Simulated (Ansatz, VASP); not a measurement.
## Nb: VASP beside Ansatz

```
CELL_PARAMETERS angstrom
-1.65460 1.65460 1.65460
1.65460 -1.65460 1.65460
1.65460 1.65460 -1.65460
ATOMIC_POSITIONS crystal
Nb 0.00000 0.00000 0.00000
```

Alike in both runs: functional PBE; k mesh 17 × 17 × 17; occupations fermi-dirac, width 0.05 eV; no spin polarisation.

Ansatz relaxed the structure, and its values are those at the end. VASP's run is a single point on that final structure, the one shown.

```csv
,VASP,Ansatz
version,VASP 6.6.1,Ansatz 0.2.0
potentials or method,"VASP PAW PBE potentials, release 64 (Nb_sv), cutoff 520 eV","all-electron LAPW, scalar-relativistic"
```

|  | VASP | Ansatz | Ansatz less VASP |
| --- | --- | --- | --- |
| pressure (GPa) | -0.3 | 0.0 | +0.31 |

Ansatz ran all-electron here, and VASP with PAW potentials.
